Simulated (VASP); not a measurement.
The system is Sb2Pt.

```
Sb Pt
1.0
     5.84458    0.00000    0.00000
     0.00000    6.65808    0.00000
     0.00000    0.00000    3.19638
Sb Pt
4 2
Direct
  0.17000 0.36660 0.00000
  0.83000 0.63340 0.00000
  0.67000 0.13340 0.50000
  0.33000 0.86660 0.50000
  0.00000 0.00000 0.00000
  0.50000 0.50000 0.50000
```

The cell was generated, and may not be a known phase.

```yaml
Program: VASP 6.6.1
Task: relaxation of cell and atoms
Functional: PBE
Potentials_or_basis: VASP PAW PBE potentials, release 64 (Sb, Pt)
Cutoff: 600 eV
k_mesh: 3 × 3 × 5
Occupations: gaussian, width 0.2 eV
Spin: no spin polarisation
```

At the start: pressure 20.4 GPa; volume 20.73 Å³/atom.

Task: Where does the relaxation end?

Result: Over 19 steps the energy falls by 412.9 meV/atom and the volume is 24.32 Å³/atom (+17.3 %); space group Pnnm (No. 58, to 0.1 Å) before and after.

The path:
```tsv
step	energy change (eV)	largest force (eV/Å)	pressure (GPa)	volume (Å³)
1	0.0000	1.2489	20.37	124.38
2	0.2959	0.5808	-11.95	178.12
3	-1.1970	0.6737	-1.19	146.08
4	-1.1994	0.6830	-0.64	145.20
5	-1.1994	0.6878	-0.36	144.77
6	-1.3578	0.5385	-0.06	144.86
7	-1.7830	0.5875	0.77	144.62
8	-1.9650	1.5271	4.76	141.95
9	-2.0749	1.1184	2.64	143.34
10	-2.1799	1.0516	1.28	145.27
11	-2.2604	0.9507	-1.09	148.69
12	-2.3234	0.8105	-0.82	147.87
13	-2.4324	0.3904	0.33	145.39
14	-2.4388	0.2793	0.88	144.54
15	-2.4645	0.0979	0.10	145.53
16	-2.4671	0.0203	-0.20	145.96
17	-2.4721	0.0271	0.08	145.62
18	-2.4742	0.0476	0.41	145.24
19	-2.4774	0.0534	-0.01	145.90
```

Final structure:
```
CELL_PARAMETERS angstrom
5.34666 0.00000 0.00000
0.00000 6.55853 0.00000
0.00000 0.00000 4.16082
ATOMIC_POSITIONS crystal
Sb 0.21673 0.36760 0.00000
Sb 0.78327 0.63240 0.00000
Sb 0.71673 0.13240 0.50000
Sb 0.28327 0.86760 0.50000
Pt 0.00000 0.00000 0.00000
Pt 0.50000 0.50000 0.50000
```

Caveat: the k points lie up to 0.39 Å⁻¹ apart in the final cell, too coarse for converged energies and pressures of a metal; the volume moved by over 15 % at a fixed basis, so the end points are rough; the relaxation stopped at a loose force limit of 0.08 eV/Å, so its end isn't a converged minimum.
